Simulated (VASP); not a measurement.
A run of VASP 6.6.1 is set up as follows.

Contents of INCAR:

```
SYSTEM = MgS
ALGO     = Normal         ! electronic algorithm
EDIFF    = 1E-8           ! SCF threshold, eV
ENCUT    = 520            ! plane-wave cutoff, eV
GGA      = PS             ! functional
ISIF     = 2              ! what is computed and relaxed
ISMEAR   = -1             ! smearing method
LASPH    = .TRUE.         ! aspherical terms in the spheres
LCHARG   = .FALSE.        ! write CHGCAR
LEFG     = .TRUE.       
LREAL    = .FALSE.        ! projectors in reciprocal space
LWAVE    = .FALSE.        ! write WAVECAR
NBANDS   = 11             ! bands
NELM     = 60             ! most SCF steps
PREC     = Accurate       ! precision mode
SIGMA    = 0.03           ! smearing width, eV
```

Contents of KPOINTS:

```
k-points
0
G
  10 10 10
  0 0 0
```

POSCAR

```
MgS
1.0
    0.0000000000      2.5929487644      2.5929487644
    2.5929487644      0.0000000000      2.5929487644
    2.5929487644      2.5929487644      0.0000000000
Mg S
1 1
Direct
    0.0000000000      0.0000000000      0.0000000000
    0.5000000000      0.5000000000      0.5000000000
```

Potentials or basis: VASP PAW PBE potentials, release 64 (Mg, S).

Run with:

```bash
$ cat potpaw_PBE.64/Mg/POTCAR potpaw_PBE.64/S/POTCAR > POTCAR
$ mpirun -np 1 vasp_std > vasp.out
```

Q: What does it give for the pressure?

A: -0.4 GPa.

Q: Estimate the band gap on the k mesh.

A: 2.73 eV, indirect (least direct gap 3.67 eV).

Caveat: without QUAD_EFG the Cq values of the log hold for a quadrupole moment of 1 mb, not for the nuclei; the PAW data sets were made with another functional, which shifts forces and pressure a little. A k mesh can miss the band edges.
